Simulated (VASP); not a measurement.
Set up this calculation in VASP 6.6.1, as the native input.

- Task: relaxation of shape and atoms at fixed volume
- Functional: r2SCAN
- Potentials or basis: VASP PAW PBE potentials, release 64 (Sn_d, O)
- Cutoff: 600 eV
- k mesh: 6 × 6 × 8
- Occupations: gaussian, width 0.02 eV
- Spin: no spin polarisation
- Dipole correction: no
- Further INCAR settings: ALGO = Normal; EDIFF = 1e-06; IBRION = 2; EDIFFG = -0.01; NSW = 50; ISIF = 4

Crystal: SnO2.

```
CELL_PARAMETERS angstrom
4.86510 0.00000 0.00000
0.00000 4.86510 0.00000
0.00000 0.00000 3.24778
ATOMIC_POSITIONS crystal
Sn 0.00000 0.00000 0.00000
Sn 0.50000 0.50000 0.50000
O 0.30655 0.30655 0.00000
O 0.19345 0.80655 0.50000
O 0.69345 0.69345 0.00000
O 0.80655 0.19345 0.50000
```

One way to write it, as run:

POSCAR

```
SnO2
1.0
    4.8650975227      0.0000000000      0.0000000000
    0.0000000000      4.8650975227      0.0000000000
    0.0000000000      0.0000000000      3.2477796734
Sn O
2 4
Direct
    0.0000000000      0.0000000000      0.0000000000
    0.5000000000      0.5000000000      0.5000000000
    0.3065540489      0.3065540489      0.0000000000
    0.1934459511      0.8065540489      0.5000000000
    0.6934459511      0.6934459511      0.0000000000
    0.8065540489      0.1934459511      0.5000000000
```

INCAR.step1

```
SYSTEM = SnO2
  PREC = Accurate
  ENCUT = 600
  ISMEAR = 0
  SIGMA = 0.02
  LREAL = .FALSE.
  LASPH = .TRUE.
  NELM = 100
  GGA = PE
  ALGO = Normal
  EDIFF = 1E-4
  LWAVE = .TRUE.
  LCHARG = .FALSE.
```

INCAR.step2

```
SYSTEM = SnO2
  PREC = Accurate
  ENCUT = 600
  EDIFF = 1E-6
  ISMEAR = 0
  SIGMA = 0.02
  LREAL = .FALSE.
  LASPH = .TRUE.
  NELM = 100
  ALGO = Normal
  ISIF = 4
  LWAVE = .FALSE.
  LCHARG = .FALSE.
  METAGGA = R2SCAN
  LMIXTAU = .TRUE.
  IBRION = 2
  NSW = 50
  EDIFFG = -0.01
  ISTART = 1
```

KPOINTS

```
regular mesh
0
G
  6 6 8
  0 0 0
```

Potentials or basis: VASP PAW PBE potentials, release 64 (Sn_d, O).

Run with:

```sh
$ cat potpaw_PBE.64/Sn_d/POTCAR potpaw_PBE.64/O/POTCAR > POTCAR
$ cp INCAR.step1 INCAR
$ mpirun -np 1 vasp_std > vasp.out
$ cp INCAR.step2 INCAR
$ mpirun -np 1 vasp_std > vasp.out
```

Results of the run:

* Energy gained by relaxing: 0.3 meV/atom
* Ionic steps: 3
* Pressure after relaxing: -9.6 GPa
* Largest force after relaxing: 0.006 eV/Å
* Band gap on the k mesh: 1.19 eV

Caveat: the PAW data sets were made with another functional, which shifts forces and pressure a little; spin-orbit coupling is left out, which moves the levels of the heavy elements.

Wall time 29 min on 1 thread of Oxide Virtual Turin-like Processor (shared host), peak memory 0.26 GiB.
